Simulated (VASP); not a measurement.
# N (P6_3/mmc) in VASP: notebook, part 2 of 2

VASP 6.6.1. Earlier steps stand in the parts before.

**4. Relaxation of cell and atoms, PBE**

Contents of INCAR:

```
SYSTEM = N
PREC = Accurate
ENCUT = 600
EDIFF = 1E-6
ISMEAR = 0
SIGMA = 0.02
LREAL = .FALSE.
LASPH = .TRUE.
NELM = 80
ALGO = Normal
ISIF = 3
LWAVE = .FALSE.
LCHARG = .FALSE.
GGA = PE
IBRION = 2
NSW = 100
EDIFFG = -0.01
```

Contents of KPOINTS:

```
Automatic mesh
0
G
  6 6 4
  0 0 0
```

Contents of POSCAR:

```
N
1.0
    4.3739641817      0.0000000000      0.0000000000
   -2.1869820908      3.7879640966      0.0000000000
    0.0000000000      0.0000000000      7.5218070742
N
4
Direct
    0.3333333333      0.6666666667      0.3232689470
    0.3333333333      0.6666666667      0.1767310530
    0.6666666667      0.3333333333      0.8232689470
    0.6666666667      0.3333333333      0.6767310530
```

Potentials or basis: VASP PAW PBE potentials, release 64 (N).

Run with:

```bash
$ cat potpaw_PBE.64/N/POTCAR > POTCAR
$ mpirun -np 1 vasp_std > vasp.out
```

OUTCAR:

```text
SYSTEM = N
   PREC = Accurate
   ENCUT = 600
   EDIFF = 1E-6
   ISMEAR = 0
   LREAL = .FALSE.
   LASPH = .TRUE.
   NELM = 80
   ISIF = 3
   GGA = PE
   IBRION = 2
   NSW = 100
   EDIFFG = -0.01

 ion  position               nearest neighbor table
   1  0.333  0.667  0.323-   2 1.10
   2  0.333  0.667  0.177-   1 1.10
   3  0.667  0.333  0.823-   4 1.10
   4  0.667  0.333  0.677-   3 1.10

  LATTYP: Found a hexagonal cell.
 ALAT       =     4.3739641817
 C/A-ratio  =     1.7196773366

  Lattice vectors:

 A1 = (   4.3739641817,   0.0000000000,   0.0000000000)
 A2 = (  -2.1869820908,   3.7879640966,   0.0000000000)
 A3 = (   0.0000000000,   0.0000000000,   7.5218070742)

Analysis of symmetry for initial positions (statically):
=====================================================================
 Subroutine PRICEL returns:
 Original cell was already a primitive cell.

 Routine SETGRP: Setting up the symmetry group for a
 hexagonal supercell.

 Subroutine GETGRP returns: Found 24 space group operations
 (whereof 12 operations were pure point group operations)
 out of a pool of 24 trial point group operations.

The static configuration has the point symmetry D_3d.
 The point group associated with its full space group is D_6h.
[... 170 lines left out ...]
  --------------------------------------------------------------------------------------
  -------------------------------------------------------------------------------------
  Total       -0.0719292     -0.0719292      3.4875289     -0.0000000      0.0000000      0.0000000
  in kB       -0.9247247     -0.9247247     44.8358210     -0.0000000      0.0000000      0.0000000
  external PRESSURE =      14.3287905 kB  Pullay stress =       0.0000000 kB
[... 95 lines left out ...]
  FREE ENERGIE OF THE ION-ELECTRON SYSTEM (eV)
  ---------------------------------------------------
  free  energy   TOTEN  =       -33.3471921047 eV

  energy  without entropy=      -33.3471921047  energy(sigma->0) =      -33.34719210

[... ionic steps 4 to 26 ...]

--------------------------------------- Ionic step       27  -------------------------------------------

 number of electron      19.9999999 magnetization

------------------------ aborting loop because EDIFF is reached ----------------------------------------
[... 71 lines left out ...]
--------------------------------------- Ionic step       29  -------------------------------------------

 number of electron      19.9999999 magnetization

 Free energy of the ion-electron system (eV)
  ---------------------------------------------------
  ext. energy  EPLUGINS =         0.00000000
  ---------------------------------------------------
  free energy    TOTEN  =       -33.36136209 eV

  energy without entropy =      -33.36136209  energy(sigma->0) =      -33.36136209

 E-fermi :  -6.8485     XC(G=0):  -5.7163

 val. band max:       -6.9527099479   @ k =   0.0000   0.0000   0.0000
 cond. band min:       0.0853392003   @ k =   0.3333   0.3333   0.0000
 fundamental gap:      7.0380491482
 Fermi energy:        -6.8485473866

 k-point     1 :       0.0000    0.0000    0.0000
  band No.  band energies     occupation
      1     -25.3628      2.00000
      2     -25.3421      2.00000
      3     -11.0633      2.00000
      4     -10.4297      2.00000
      5      -8.6300      2.00000
      6      -8.6300      2.00000
      7      -8.5428      2.00000
      8      -8.5428      2.00000
      9      -7.9286      2.00000
     10      -6.9527      2.00000
     11       0.7483      0.00000
     12       0.7483      0.00000
     13       1.1773      0.00000
     14       1.1773      0.00000
[... 369 lines left out ...]
  FREE ENERGIE OF THE ION-ELECTRON SYSTEM (eV)
  ---------------------------------------------------
  free  energy   TOTEN  =       -33.3613620913 eV

  energy  without entropy=      -33.3613620913  energy(sigma->0) =      -33.36136209

 reached required accuracy - stopping structural energy minimisation
```

OSZICAR:

```text
N       E                     dE             d eps       ncg     rms          rms(c)
DAV:   1     0.152333707782E+03    0.15233E+03   -0.95401E+03   588   0.129E+03
DAV:   2    -0.176100517283E+02   -0.16994E+03   -0.16747E+03   844   0.275E+02
DAV:   3    -0.349097623969E+02   -0.17300E+02   -0.17244E+02   786   0.103E+02
[... 208 lines left out ...]
DAV:   3    -0.333613586786E+02    0.88648E-05   -0.48833E-05   588   0.494E-02    0.506E-03
DAV:   4    -0.333613587639E+02   -0.85310E-07   -0.11222E-06   402   0.954E-03
  28 F= -.33361359E+02 E0= -.33361359E+02  d E =-.422914E-03
       N       E                     dE             d eps       ncg     rms          rms(c)
DAV:   1    -0.333613620072E+02   -0.33286E-05   -0.50248E-05   588   0.690E-02    0.258E-03
DAV:   2    -0.333613620913E+02   -0.84121E-07   -0.11408E-06   294   0.968E-03
  29 F= -.33361362E+02 E0= -.33361362E+02  d E =-.332743E-05
```

Run time: 8.5 min. Hardware: 1 thread of Intel Xeon Platinum 8259CL at 2.50GHz (Skylake/Cascade Lake), shared host; peak memory 0.26 GiB.

What came out:

```
Free energy                            : -33.3614 eV
Relaxed volume                         : 27.81 Å³/atom
Relaxed cell                           : a = 4.247 Å, b = 4.247 Å, c = 7.120 Å, α = 90.00°, β = 90.00°, γ = 120.00°
Space group after relaxing (to 0.05 Å) : P6_3/mmc (No. 194)
Energy gained by relaxing              : 6.1 meV/atom
Ionic steps                            : 29
Pressure after relaxing                : 0.0 GPa
Largest force after relaxing           : 0.004 eV/Å
Band gap on the k mesh                 : 7.04 eV, indirect (least direct gap 7.32 eV)
```

Forces on the atoms (eV/Å):
```
N    0.000  0.000 -0.004
N    0.000  0.000  0.004
N    0.000  0.000 -0.004
N    0.000  0.000  0.004
```

Step by step:
```csv
step,energy change (eV),largest force (eV/Å),pressure (GPa),volume (Å³)
1,0.0000,1.6616,1.43,124.62
2,3.7596,14.3188,-15.63,129.64
3,-0.0104,0.9814,-1.06,124.90
4,-0.0163,0.3672,-0.48,124.79
5,-0.0172,0.0498,-0.18,124.74
6,-0.0172,0.0080,-0.12,124.73
7,-0.0172,0.0221,-0.10,124.73
8,-0.0175,0.0251,-0.10,124.42
9,-0.0183,0.0341,-0.09,123.51
10,-0.0198,0.0604,-0.06,121.70
11,-0.0222,0.1452,0.06,118.12
12,-0.0232,0.4583,0.49,111.16
13,-0.0232,0.4554,0.49,111.15
14,-0.0233,0.4465,0.48,111.09
15,-0.0234,0.4288,0.46,110.99
16,-0.0235,0.3938,0.41,110.78
17,-0.0238,0.3215,0.36,110.36
18,-0.0241,0.1832,0.23,109.53
19,-0.0237,0.0808,-0.02,107.88
20,-0.0241,0.1238,0.18,109.13
21,-0.0241,0.1336,0.19,109.18
22,-0.0242,0.1264,0.18,109.27
23,-0.0243,0.1051,0.15,109.54
24,-0.0244,0.0632,0.09,110.08
25,-0.0246,0.0168,-0.01,111.16
26,-0.0246,0.0361,-0.04,111.44
27,-0.0246,0.0278,-0.03,111.33
28,-0.0246,0.0213,-0.02,111.24
29,-0.0246,0.0044,0.00,111.24
```

Final structure:
```xyz
4
Lattice="4.2475 0.0000 0.0000 -2.1237 3.6784 0.0000 0.0000 0.0000 7.1197" Properties=species:S:1:pos:R:3 pbc="T T T"
N     0.0000    2.4523    2.3362
N     0.0000    2.4523    1.2236
N     2.1237    1.2261    5.8960
N     2.1237    1.2261    4.7835
```

Caveat: the standard files for N, O and F lose accuracy on very short bonds. A k mesh can miss the band edges.

**5. Summary**

```tsv
task	cell	cutoff (eV)	gap on the mesh (eV)	pressure (GPa)	relaxed volume (Å³/atom)	largest force (eV/Å)
single point	a = 4.374, b = 4.374, c = 7.522 Å, angles 90.0, 90.0, 120.0°, 4 atoms	520	7.40	1.5	-	1.74
relaxation of cell and atoms	relaxed from a = 4.210, b = 4.210, c = 7.188 Å, angles 90.0, 90.0, 120.0°, 4 atoms	600	7.05	0.0	27.60	0.01
relaxation of cell and atoms	relaxed from a = 4.374, b = 4.374, c = 7.522 Å, angles 90.0, 90.0, 120.0°, 4 atoms	600	7.04	0.0	27.81	-
```

Alike in all rows: level PBE; potentials or basis VASP PAW PBE potentials, release 64 (N); no spin polarisation; k mesh 6 × 6 × 4; smearing gaussian 0.02 eV.

Caveats: the standard files for N, O and F lose accuracy on very short bonds; forces of over 1 eV/Å act on the atoms, so gaps and moduli don't describe the material at rest (some runs).

Absolute energies hang on the potentials; compare differences alone.
